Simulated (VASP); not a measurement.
# BaCd3Se4 (I4/mmm) in VASP: relaxation of cell and atoms with PBE

Aim: the relaxation of cell and atoms of BaCd3Se4 with PBE.

Everything below comes from runs of VASP 6.6.1. Logs are shortened: lines on timing, memory, paths and dates and some standing lists are left out, and cuts for length are marked.

## 1. The cell of the first run

Symmetry: I4/mmm, No. 139, tetragonal system. Conventional cell: a = 6.248 Å, b = 6.248 Å, c = 13.318 Å, α = 90.00°, β = 90.00°, γ = 90.00°. Ba (site symmetry 4/mmm) has 8 Se at 3.87 Å and 14 Cd at 4.23 to 5.04 Å within 5.1 Å. Cd (site symmetry 4mm) has 1 Cd at 2.43 Å and 4 Se at 3.13 Å within 3.2 Å. Cd (site symmetry 4/mmm) has 2 Cd at 2.43 Å within 3.2 Å. Within 2.8 Å of Se (site symmetry 2mm) lie 1 Se at 2.09 Å.

The cell was generated, and may not be a known phase.

## 2. Relaxation of cell and atoms, PBE

Contents of INCAR:

```
SYSTEM = BaCd3Se4
PREC = Accurate ; ENCUT = 600
EDIFF = 1E-6 ; ISMEAR = 0
SIGMA = 0.15 ; LREAL = .False.
LASPH = .True. ; NELM = 80
ALGO = Normal ; ISIF = 3
LWAVE = .False. ; LCHARG = .False.
GGA = PE ; IBRION = 2
NSW = 36 ; EDIFFG = -0.08
```

Contents of KPOINTS:

```
Automatic mesh
0
Gamma
  3 3 3
  0 0 0
```

Contents of POSCAR:

```
BaCd3Se4
1.0
   -3.1237554100      3.1237554100      6.6588539600
    3.1237554100     -3.1237554100      6.6588539600
    3.1237554100      3.1237554100     -6.6588539600
Ba Cd Se
1 3 4
Direct
    0.5000000000      0.5000000000      0.0000000000
    0.8175869400      0.8175869400      0.0000000000
    0.1824130600      0.1824130600      0.0000000000
    0.0000000000      0.0000000000      0.0000000000
    0.6716882900      0.1716882900      0.5000000000
    0.1716882900      0.6716882900      0.5000000000
    0.3283117100      0.8283117100      0.5000000000
    0.8283117100      0.3283117100      0.5000000000
```

Potentials or basis: VASP PAW PBE potentials, release 64 (Ba_sv, Cd, Se).

Run with:

```bash
$ cat potpaw_PBE.64/Ba_sv/POTCAR potpaw_PBE.64/Cd/POTCAR potpaw_PBE.64/Se/POTCAR > POTCAR
$ mpirun -np 1 vasp_std > vasp.out
```

OUTCAR:

```text
SYSTEM = BaCd3Se4
   PREC = Accurate
   ENCUT = 600
   EDIFF = 1E-6
   ISMEAR = 0
   LREAL = .False.
   LASPH = .True.
   NELM = 80
   ISIF = 3
   GGA = PE
   IBRION = 2
   NSW = 36
   EDIFFG = -0.08

 ion  position               nearest neighbor table
   1  0.500  0.500  0.000-   2 4.23   3 4.23
   2  0.818  0.818  0.000-   4 2.43   8 3.13   7 3.13   7 3.13   8 3.13   1 4.23
   3  0.182  0.182  0.000-   4 2.43   5 3.13   6 3.13   6 3.13   5 3.13   1 4.23
   4  0.000  0.000  0.000-   2 2.43   3 2.43
   5  0.672  0.172  0.500-   8 2.09   3 3.13   3 3.13
   6  0.172  0.672  0.500-   7 2.09   3 3.13   3 3.13
   7  0.328  0.828  0.500-   6 2.09   2 3.13   2 3.13
   8  0.828  0.328  0.500-   5 2.09   2 3.13   2 3.13

  LATTYP: Found a body centered tetragonal cell.
 ALAT       =     6.2475108200
 C/A-ratio  =     2.1316822497

  Lattice vectors:

 A1 = (  -3.1237554100,   3.1237554100,   6.6588539600)
 A2 = (   3.1237554100,  -3.1237554100,   6.6588539600)
 A3 = (   3.1237554100,   3.1237554100,  -6.6588539600)

Analysis of symmetry for initial positions (statically):
=====================================================================
 Subroutine PRICEL returns:
 Original cell was already a primitive cell.

 Routine SETGRP: Setting up the symmetry group for a
 body centered tetragonal supercell.

 Subroutine GETGRP returns: Found 16 space group operations
 (whereof 16 operations were pure point group operations)
 out of a pool of 16 trial point group operations.

The static configuration has the point symmetry D_4h.

Analysis of symmetry for dynamics (positions and initial velocities):
=====================================================================
 Subroutine PRICEL returns:
 Original cell was already a primitive cell.

 Routine SETGRP: Setting up the symmetry group for a
 body centered tetragonal supercell.

 Subroutine GETGRP returns: Found 16 space group operations
 (whereof 16 operations were pure point group operations)
 out of a pool of 16 trial point group operations.

The dynamic configuration has the point symmetry D_4h.

 Subroutine INISYM returns: Found 16 space group operations
 (whereof 16 operations are pure point group operations),
 and found     1 'primitive' translations

----------------------------------------------------------------------------------------

                                     Primitive cell

  volume of cell :     259.9043

  direct lattice vectors                    reciprocal lattice vectors
    -3.123755410  3.123755410  6.658853960     0.000000000  0.160063748  0.075087996
     3.123755410 -3.123755410  6.658853960     0.160063748  0.000000000  0.075087996
     3.123755410  3.123755410 -6.658853960     0.160063748  0.160063748  0.000000000

  length of vectors
     7.990996921  7.990996921  7.990996921     0.176801048  0.176801048  0.226364324

  position of ions in fractional coordinates (direct lattice)
     0.500000000  0.500000000  0.000000000
     0.817586940  0.817586940  0.000000000
     0.182413060  0.182413060  0.000000000
     0.000000000  0.000000000  0.000000000
     0.671688290  0.171688290  0.500000000
     0.171688290  0.671688290  0.500000000
     0.328311710  0.828311710  0.500000000
     0.828311710  0.328311710  0.500000000

  ion indices of the primitive-cell ions
   primitive index   ion index
                 1           1
                 2           2
                 3           3
                 4           4
                 5           5
                 6           6
                 7           7
                 8           8

----------------------------------------------------------------------------------------

 KPOINTS: Automatic mesh

Automatic generation of k-mesh.
 Grid dimensions read from file:
 generate k-points for:    3    3    3

 Generating k-lattice:

  Cartesian coordinates                     Fractional coordinates (reciprocal lattice)
     0.000000000  0.053354583  0.025029332     0.333333333 -0.000000000  0.000000000
     0.053354583  0.000000000  0.025029332    -0.000000000  0.333333333  0.000000000
     0.053354583  0.053354583  0.000000000     0.000000000  0.000000000  0.333333333

  Length of vectors
     0.058933683  0.058933683  0.075454775

  Shift w.r.t. Gamma in fractional coordinates (k-lattice)
     0.000000000  0.000000000  0.000000000

 Subroutine IBZKPT returns following result:
 ===========================================

 Found      6 irreducible k-points:

 Following reciprocal coordinates:
            Coordinates               Weight
  0.000000  0.000000  0.000000      1.000000
  0.333333  0.000000  0.000000      8.000000
  0.333333  0.333333  0.000000      8.000000
 -0.333333  0.333333  0.000000      4.000000
 -0.333333  0.333333  0.333333      4.000000
 -0.333333 -0.333333  0.333333      2.000000
   k-points           NKPTS =      6   k-points in BZ     NKDIM =      6   number of bands    NBANDS=     42
   number of dos      NEDOS =    301   number of ions     NIONS =      8
   total plane-waves  NPLWV = 262144
   dimension x,y,z NGX =    64 NGY =   64 NGZ =   64
   dimension x,y,z NGXF=   128 NGYF=  128 NGZF=  128
   ions per type =               1   3   4
   NGX,Y,Z   is equivalent  to a cutoff of  13.31, 13.31, 13.31 a.u.
   NGXF,Y,Z  is equivalent  to a cutoff of  26.63, 26.63, 26.63 a.u.
 SYSTEM =  BaCd3Se4
   PREC   = accura    normal or accurate (medium, high low for compatibility)
   ISTART =      0    job   : 0-new  1-cont  2-samecut
   ICHARG =      2    charge: 1-file 2-atom 10-const
   ISPIN  =      1    spin polarized calculation?
   LNONCOLLINEAR =      F non collinear calculations
   LSORBIT =      F    spin-orbit coupling
   LASPH  =      T    aspherical Exc in radial PAW
   ENCUT  =  600.0 eV  44.10 Ry    6.64 a.u.  15.96 15.96 15.96*2*pi/ulx,y,z
   NELM   =     80;   NELMIN=  2; NELMDL= -5     # of ELM steps
   EDIFF  = 0.1E-05   stopping-criterion for ELM
   LREAL  =      F    real-space projection
   EDIFFG = -.8E-01   stopping-criterion for IOM
   NSW    =     36    number of steps for IOM
   IBRION =      2    ionic relax: 0-MD 1-quasi-New 2-CG
   NFREE  =      1    steps in history (QN), initial steepest desc. (CG)
   ISIF   =      3    stress and relaxation
   ISYM   =      2    0-nonsym 1-usesym 2-fastsym
   POTIM  = 0.5000    time-step for ionic-motion
   TEBEG  =    0.0;   TEEND  =   0.0 temperature during run
   PSTRESS=    0.0 pullay stress
   NELECT =      70.0000    total number of electrons
   NUPDOWN=      -1.0000    fix difference up-down
   EMIN   =  10.00;   EMAX   =-10.00  energy-range for DOS
   EFERMI =   0.00;   METHOD = LEGACY
   ISMEAR =     0;   SIGMA  =   0.15  broadening in eV -4-tet -1-fermi 0-gaus
   EFERMI_NEDOS =   21; number of points for ismear=-14 and -15
   IALGO  =     38    algorithm
   IMIX   =      4    mixing-type and parameters
     AMIX     =   0.40;   BMIX     =  1.00
     AMIX_MAG =   1.60;   BMIX_MAG =  1.00
  volume/ion in A,a.u.               =      32.49       219.24
  Fermi-wavevector in a.u.,A,eV,Ry     =   1.057230  1.997876 15.207725  1.117736
  Thomas-Fermi vector in A             =   2.192496
   LORBIT       =      0    0 simple, 1 ext, 2 COOP (PROOUT), +10 PAW based schemes
   GGA     = PE    functional components
   LHFCALC =     F    Hartree Fock is set to
   AEXX    =    0.0000 exact exchange contribution
   IVDW    =     0    specifies the selected vdW correction
   LEPSILON=     F    determine dielectric tensor
   LRPA    =     F    only Hartree local field effects (RPA)
 conjugate gradient relaxation of ions
 non-spin polarized calculation
 Gauss-broadening in eV      SIGMA  =   0.15
  energy-cutoff  :      600.00
  volume of cell :      259.90
 maximum number of plane-waves:      8696
   NGX = 31   NGY = 31   NGZ = 31

--------------------------------------- Ionic step        1  -------------------------------------------

 number of electron      69.9999999 magnetization

 Free energy of the ion-electron system (eV)
  ---------------------------------------------------
  ext. energy  EPLUGINS =         0.00000000
  ---------------------------------------------------
  free energy    TOTEN  =       -17.30999993 eV

  energy without entropy =      -17.24478037  energy(sigma->0) =      -17.27739015

------------------------ aborting loop because EDIFF is reached ----------------------------------------

  FORCE on cell =-STRESS in cart. coord.  units (eV):
  Direction    XX          YY          ZZ          XY          YZ          ZX
  --------------------------------------------------------------------------------------
  -------------------------------------------------------------------------------------
  Total       -2.1239825     -2.1239825     34.2743859      0.0000000      0.0000000      0.0000000
  in kB      -13.0932657    -13.0932657    211.2840631      0.0000000      0.0000000      0.0000000
  external PRESSURE =      61.6991772 kB  Pullay stress =       0.0000000 kB
[... 107 lines left out ...]
  FREE ENERGIE OF THE ION-ELECTRON SYSTEM (eV)
  ---------------------------------------------------
  free  energy   TOTEN  =       -19.7389510712 eV

  energy  without entropy=      -19.6530130855  energy(sigma->0) =      -19.69598208

 E-fermi :   3.6600     XC(G=0): -10.0405

 val. band max:        3.3779147831   @ k =  -0.3333   0.3333   0.0000
 cond. band min:       3.7929587423   @ k =  -0.3333   0.3333   0.0000
 fundamental gap:      0.4150439592
 Fermi energy:         3.6599594728

 k-point     1 :       0.0000    0.0000    0.0000
  band No.  band energies     occupation
      1     -23.9480      2.00000
      2     -10.7387      2.00000
      3      -9.9353      2.00000
      4      -9.8438      2.00000
      5      -9.2312      2.00000
      6      -9.2312      2.00000
[... 259 lines left out ...]
     41       6.5440      0.00000
     42       6.8465      0.00000

[... ionic steps 4 to 22 ...]

--------------------------------------- Ionic step       23  -------------------------------------------

 number of electron      69.9999999 magnetization

------------------------ aborting loop because EDIFF is reached ----------------------------------------

  FORCE on cell =-STRESS in cart. coord.  units (eV):
  Direction    XX          YY          ZZ          XY          YZ          ZX
  --------------------------------------------------------------------------------------
  -------------------------------------------------------------------------------------
  Total       -0.0282416     -0.0282416      0.3852255      0.0000000     -0.0000000      0.0000000
  in kB       -0.2154249     -0.2154249      2.9384699      0.0000000     -0.0000000      0.0000000
  external PRESSURE =       0.8358733 kB  Pullay stress =       0.0000000 kB
[... 69 lines left out ...]
  energy  without entropy=      -22.0175809277  energy(sigma->0) =      -22.04320525

--------------------------------------- Ionic step       25  -------------------------------------------

 number of electron      69.9999998 magnetization

 Free energy of the ion-electron system (eV)
  ---------------------------------------------------
  ext. energy  EPLUGINS =         0.00000000
  ---------------------------------------------------
  free energy    TOTEN  =       -22.07350455 eV

  energy without entropy =      -22.02264231  energy(sigma->0) =      -22.04807343

 E-fermi :   2.3835     XC(G=0):  -9.6948

 val. band max:        2.3522165839   @ k =   0.3333   0.3333   0.0000
 cond. band min:       2.5469278956   @ k =   0.3333   0.3333   0.0000
 fundamental gap:      0.1947113117
 Fermi energy:         2.3835291812

 k-point     1 :       0.0000    0.0000    0.0000
  band No.  band energies     occupation
      1     -24.4790      2.00000
      2     -10.6082      2.00000
      3     -10.3746      2.00000
      4      -9.8035      2.00000
      5      -9.8035      2.00000
      6      -9.3554      2.00000
[... 294 lines left out ...]
  FREE ENERGIE OF THE ION-ELECTRON SYSTEM (eV)
  ---------------------------------------------------
  free  energy   TOTEN  =       -22.0735045518 eV

  energy  without entropy=      -22.0226423068  energy(sigma->0) =      -22.04807343

 reached required accuracy - stopping structural energy minimisation
```

Wall time 21 min (1 thread of Intel Xeon 6975P-C (Granite Rapids), shared host); peak memory 0.7 GiB.

What came out:

```yaml
Free_energy: -22.0735 eV
Relaxed_volume: 26.37 Å³/atom
Relaxed_cell: a = 8.709 Å, b = 8.709 Å, c = 8.709 Å, α = 145.49°, β = 145.49°, γ = 49.60°
Space_group_after_relaxing_to_0.1_Å: I4/mmm (No. 139)
Energy_gained_by_relaxing: 595.4 meV/atom
Ionic_steps: 25
Pressure_after_relaxing: -0.1 GPa
Largest_force_after_relaxing: 0.071 eV/Å
Band_gap_on_the_k_mesh: zero (bands 35 and 36 overlap by 0.26 eV)
```

Forces in eV/Å, atoms in the order of the input:
```
Ba   0.000  0.000  0.000
Cd   0.000  0.000 -0.071
Cd   0.000  0.000  0.071
Cd   0.000  0.000  0.000
Se   0.000  0.000  0.004
Se   0.000  0.000  0.004
Se   0.000  0.000 -0.004
Se   0.000  0.000 -0.004
```

The path:
```tsv
step	energy change (eV)	largest force (eV/Å)	pressure (GPa)	volume (Å³)
1	0.0000	6.6175	6.17	259.90
2	-1.8438	0.4051	-6.40	305.64
3	-2.4290	0.2309	-4.04	281.26
4	-2.4314	0.2533	-3.95	280.82
5	-2.4363	0.4399	-3.23	277.62
6	-3.0418	0.6912	-2.37	255.13
7	-3.4260	1.2354	8.15	194.01
8	-3.7069	1.0256	0.71	224.19
9	-3.7601	1.1227	3.38	210.25
10	-3.9250	0.8689	4.16	204.57
11	-3.9392	0.8520	4.58	202.40
12	-4.1899	0.6580	1.99	210.54
13	-4.3127	0.4336	-1.17	223.98
14	-4.3139	0.4507	-0.93	222.75
15	-4.3567	0.4383	-0.89	221.76
16	-4.4793	0.3686	-0.73	218.79
17	-4.6537	0.2068	-0.08	212.80
18	-4.5628	0.5521	2.36	200.72
19	-4.7195	0.1953	0.44	209.16
20	-4.7260	0.1638	0.95	206.40
21	-4.7293	0.1770	0.74	207.45
22	-4.7327	0.2061	-0.44	212.35
23	-4.7503	0.1568	0.08	210.04
24	-4.7588	0.0941	-0.01	210.42
25	-4.7635	0.0706	-0.12	210.97
```

Final structure:
```xyz
8
Lattice="-2.5830 2.5830 7.9055 2.5830 -2.5830 7.9055 2.5830 2.5830 -7.9055" Properties=species:S:1:pos:R:3 pbc="T T T"
Ba    0.0000    0.0000    7.9055
Cd    0.0000    0.0000   12.5005
Cd    0.0000    0.0000    3.3105
Cd    0.0000    0.0000    0.0000
Se    0.0000    2.5830    2.1331
Se    2.5830    0.0000    2.1331
Se    2.5830    0.0000    5.7724
Se    0.0000    2.5830    5.7724
```

Levels at points of the mesh, in eV from the Fermi level:
```
           k point  band 33  band 34  band 35  band 36  band 37  band 38
(0.00, 0.00, 0.00)    -0.50    -0.50    -0.29    -0.29    -0.27     2.32
```

Caveat: the k points lie up to 0.43 Å⁻¹ apart in the final cell; the volume moved by over 15 % at a fixed basis, so the end points are rough; semilocal functionals underestimate gaps, and a narrow one can read as zero; spin-orbit coupling is left out, which moves the levels of the heavy elements; the relaxation stopped at a loose force limit of 0.08 eV/Å, so its end isn't a converged minimum.

The gap in the log of VASP goes by the Fermi energy; the results here count the filled bands.